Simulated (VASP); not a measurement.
# ZrH2 (Fm-3m) in VASP: notebook, part 2 of 2

VASP 6.6.1. Earlier steps stand in the parts before.

### Step 5. Single point, PBEsol

This run uses another cell than the first one, of 9.70 Å³/atom, 1.061 times its volume.

Input file INCAR:

```
SYSTEM = ZrH2
ALGO     = Normal         ! electronic algorithm
EDIFF    = 1E-6           ! SCF threshold, eV
ENCUT    = 520            ! plane-wave cutoff, eV
GGA      = PS             ! functional
ISIF     = 2              ! what is computed and relaxed
ISMEAR   = -1             ! smearing method
LASPH    = .True.         ! aspherical terms in the spheres
LCHARG   = .False.        ! write CHGCAR
LREAL    = .False.        ! projectors in reciprocal space
LWAVE    = .False.        ! write WAVECAR
NBANDS   = 14             ! bands
NELM     = 60             ! most SCF steps
PREC     = Accurate       ! precision mode
SIGMA    = 0.1            ! smearing width, eV
```

Input file KPOINTS:

```
k-points
0
Gamma
  10 10 10
  0 0 0
```

Input file POSCAR:

```
ZrH2
1.0
    0.0000000000      2.4409340305      2.4409340305
    2.4409340305      0.0000000000      2.4409340305
    2.4409340305      2.4409340305      0.0000000000
Zr H
1 2
Direct
    0.0000000000      0.0000000000      0.0000000000
    0.7500000000      0.7500000000      0.7500000000
    0.2500000000      0.2500000000      0.2500000000
```

Run with:

```console
$ cat potpaw_PBE.64/Zr_sv/POTCAR potpaw_PBE.64/H/POTCAR > POTCAR
$ mpirun -np 1 vasp_std > vasp.out
```

It took 8.9 s on 1 thread of Intel Xeon 6975P-C (Granite Rapids), shared host; peak memory 0.16 GiB.

The run converged. Its results:

| Property | Result |
| --- | --- |
| Free energy | -17.5459 eV |
| Pressure | -9.0 GPa |
| Band gap on the k mesh | zero (band 7 reaches 8.32 eV, above the bottom of band 8 at 7.56 eV) |

Levels at points of the mesh, in eV from the Fermi level:
```csv
k point,band 4,band 5,band 6,band 7,band 8,band 9,band 10,band 11
"(0.00, 0.00, 0.00)",-27.06,-9.42,-1.23,-0.31,-0.31,-0.31,2.14,2.14
"(0.50, 0.00, 0.00)",-27.13,-7.20,-4.45,-0.19,-0.19,3.42,3.42,4.61
"(0.50, 0.50, 0.00)",-27.25,-6.30,-4.56,-3.21,3.58,3.64,3.64,6.40
```

Caveat: the PAW data sets were made with another functional, which shifts forces and pressure a little.

### Step 6. Single point, PBEsol

This run uses another cell than the first one, of 9.88 Å³/atom, 1.082 times its volume.

Input file INCAR:

```
ALGO     = Normal         # electronic algorithm
EDIFF    = 1E-6           # SCF threshold, eV
ENCUT    = 520            # plane-wave cutoff, eV
GGA      = PS             # functional
ISIF     = 2              # what is computed and relaxed
ISMEAR   = -1             # smearing method
LASPH    = True           # aspherical terms in the spheres
LCHARG   = True           # write CHGCAR
LELF     = True           # ELF
LREAL    = False          # projectors in reciprocal space
LVHAR    = True         
LWAVE    = False          # write WAVECAR
NBANDS   = 14             # bands
NELM     = 100            # most SCF steps
PREC     = Accurate       # precision mode
SIGMA    = 0.1            # smearing width, eV
```

Input file KPOINTS:

```
k-points
0
Gamma
  10 10 10
```

Input file POSCAR:

```
ZrH2
1.0
    0.0000000000      2.4564818002      2.4564818002
    2.4564818002      0.0000000000      2.4564818002
    2.4564818002      2.4564818002      0.0000000000
Zr H
1 2
Direct
    0.0000000000      0.0000000000      0.0000000000
    0.7500000000      0.7500000000      0.7500000000
    0.2500000000      0.2500000000      0.2500000000
```

Potentials or basis: VASP PAW PBE potentials, release 64 (Zr_sv, H).

Run with:

```console
$ cat potpaw_PBE.64/Zr_sv/POTCAR potpaw_PBE.64/H/POTCAR > POTCAR
$ mpirun -np 1 vasp_std > vasp.out
```

OUTCAR:

```text
EDIFF = 1E-6
   ENCUT = 520
   GGA = PS
   ISIF = 2
   ISMEAR = -1
   LASPH = True
   LREAL = False
   NELM = 100
   PREC = Accurate

 ion  position               nearest neighbor table
   1  0.000  0.000  0.000-   2 2.13   2 2.13   2 2.13   3 2.13   3 2.13   3 2.13   3 2.13   2 2.13

   2  0.750  0.750  0.750-   1 2.13   1 2.13   1 2.13   1 2.13
   3  0.250  0.250  0.250-   1 2.13   1 2.13   1 2.13   1 2.13

  LATTYP: Found a face centered cubic cell.
 ALAT       =     4.9129636004

  Lattice vectors:

[... 591 lines left out ...]
     12      15.6898      0.00000
     13      16.4797      0.00000
     14      16.4901      0.00000

 [... further k-points ...]
[... 5 lines left out ...]
  --------------------------------------------------------------------------------------
  -------------------------------------------------------------------------------------
  Total       -2.0224415     -2.0224415     -2.0224415      0.0000000      0.0000000      0.0000000
  in kB     -109.2989288   -109.2989288   -109.2989288      0.0000000      0.0000000      0.0000000
  external PRESSURE =    -109.2989288 kB  Pullay stress =       0.0000000 kB

 VOLUME and BASIS-vectors are now :
 -----------------------------------------------------------------------------
  energy-cutoff  :      520.00
  volume of cell :       29.65
      direct lattice vectors                 reciprocal lattice vectors
     0.000000000  2.456481800  2.456481800    -0.203543132  0.203543132  0.203543132
     2.456481800  0.000000000  2.456481800     0.203543132 -0.203543132  0.203543132
     2.456481800  2.456481800  0.000000000     0.203543132  0.203543132 -0.203543132

 POSITION                                       TOTAL-FORCE (eV/Angst)
 -----------------------------------------------------------------------------------
      0.00000      0.00000      0.00000         0.000000     -0.000000      0.000000
      3.68472      3.68472      3.68472        -0.000000     -0.000000     -0.000000
      1.22824      1.22824      1.22824         0.000000      0.000000      0.000000
 -----------------------------------------------------------------------------------
    total drift:                               -0.000000     -0.000000      0.000000

  FREE ENERGIE OF THE ION-ELECTRON SYSTEM (eV)
  ---------------------------------------------------
  free  energy   TOTEN  =       -17.5117474631 eV

  energy  without entropy=      -17.4665824683  energy(sigma->0) =      -17.48916497
```

OSZICAR:

```text
N       E                     dE             d eps       ncg     rms          rms(c)
DAV:   1     0.877449183654E+02    0.87745E+02   -0.75399E+03  1316   0.978E+02
DAV:   2    -0.156016216860E+02   -0.10335E+03   -0.99738E+02  1652   0.265E+02
DAV:   3    -0.188973225779E+02   -0.32957E+01   -0.32675E+01  2078   0.397E+01
DAV:   4    -0.189295823580E+02   -0.32260E-01   -0.32234E-01  1432   0.390E+00
DAV:   5    -0.189300672433E+02   -0.48489E-03   -0.48488E-03  1954   0.342E-01    0.154E+01
DAV:   6    -0.177116318358E+02    0.12184E+01   -0.98618E-01  1400   0.929E+00    0.561E+00
DAV:   7    -0.175102168094E+02    0.20142E+00   -0.46903E-01  1640   0.545E+00    0.759E-01
DAV:   8    -0.175117921212E+02   -0.15753E-02   -0.43010E-02  1632   0.178E+00    0.489E-01
DAV:   9    -0.175118844871E+02   -0.92366E-04   -0.17723E-03  1632   0.410E-01    0.637E-02
DAV:  10    -0.175117470589E+02    0.13743E-03   -0.14038E-04  1490   0.107E-01    0.352E-02
DAV:  11    -0.175117475251E+02   -0.46622E-06   -0.17421E-05  1658   0.388E-02    0.291E-03
DAV:  12    -0.175117474631E+02    0.62011E-07   -0.81203E-07  1066   0.639E-03
   1 F= -.17511747E+02 E0= -.17489165E+02  d E =-.451650E-01
```

Run time: 9.7 s. Hardware: 1 thread of Intel Xeon 6975P-C (Granite Rapids), shared host; peak memory 0.16 GiB.

Results:

```
Free energy            : -17.5117 eV
Pressure               : -10.9 GPa
Band gap on the k mesh : zero (band 7 reaches 8.13 eV, above the bottom of band 8 at 7.38 eV)
```

Levels at points of the mesh, in eV from the Fermi level:
```tsv
k point	band 5	band 6	band 7	band 8	band 9	band 10
(0.00, 0.00, 0.00)	-9.33	-1.22	-0.31	-0.31	-0.31	2.09
(0.50, 0.00, 0.00)	-7.12	-4.46	-0.18	-0.18	3.33	3.33
(0.50, 0.50, 0.00)	-6.21	-4.57	-3.15	3.49	3.54	3.54
```

Caveat: the PAW data sets were made with another functional, which shifts forces and pressure a little.

### Step 7. Summary

```csv
cell,gap on the mesh (eV),pressure (GPa)
"a = 3.384 Å, angles 60.0°, 3 atoms",none,-1.9
"a = 3.407 Å, angles 60.0°, 3 atoms",none,-4.5
"a = 3.430 Å, angles 60.0°, 3 atoms",none,-6.9
"a = 3.452 Å, angles 60.0°, 3 atoms",none,-9.0
"a = 3.474 Å, angles 60.0°, 3 atoms",none,-10.9
```

Alike in all rows: task single point; level PBEsol; potentials or basis VASP PAW PBE potentials, release 64 (Zr_sv, H); no spin polarisation; k mesh 10 × 10 × 10; cutoff (eV) 520; smearing fermi-dirac 0.1 eV.

Caveats: the PAW data sets were made with another functional, which shifts forces and pressure a little.

Absolute energies hang on the potentials; compare differences alone.
